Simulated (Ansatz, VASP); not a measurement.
Mg2B3 in VASP and in Ansatz

```
Mg B
1.0
     6.70778    0.00000    0.00000
     0.00000    6.70778    0.00000
     0.00000    0.00000    3.14264
Mg B
4 6
Direct
  0.75347 0.24653 0.00000
  0.24653 0.75347 0.00000
  0.24653 0.24653 0.50000
  0.75347 0.75347 0.50000
  0.50000 0.00000 0.75000
  0.50000 0.00000 0.25000
  0.00000 0.50000 0.75000
  0.00000 0.50000 0.25000
  0.00000 0.00000 0.75000
  0.00000 0.00000 0.25000
```

Alike in both runs: task single point; functional PBE; k mesh 6 × 6 × 12; occupations gaussian, width 0.1 eV; no spin polarisation.

|  | VASP | Ansatz |
| --- | --- | --- |
| version | VASP 6.6.1 | Ansatz 0.2.0 |
| potentials or method | VASP PAW PBE potentials, release 64 (Mg, B), cutoff 520 eV | scalar-relativistic, plane waves, PAW |
| valence electrons in the cell | 26 | 58 |

|  | VASP | Ansatz | Ansatz less VASP |
| --- | --- | --- | --- |
| gap on the k mesh at the Fermi level (eV) | none | none | - |
| pressure (GPa) | -0.2 | 0.0 | +0.15 |
| traceless stress, the component that is largest in VASP (GPa) | 0.08 | 0.01 | -0.068 |

A gap of «none» marks a metal or a gap that the smearing closes. VASP's potentials hold 26 valence electrons a cell and Ansatz's 58, so a difference there can come from the potentials and not from the codes.
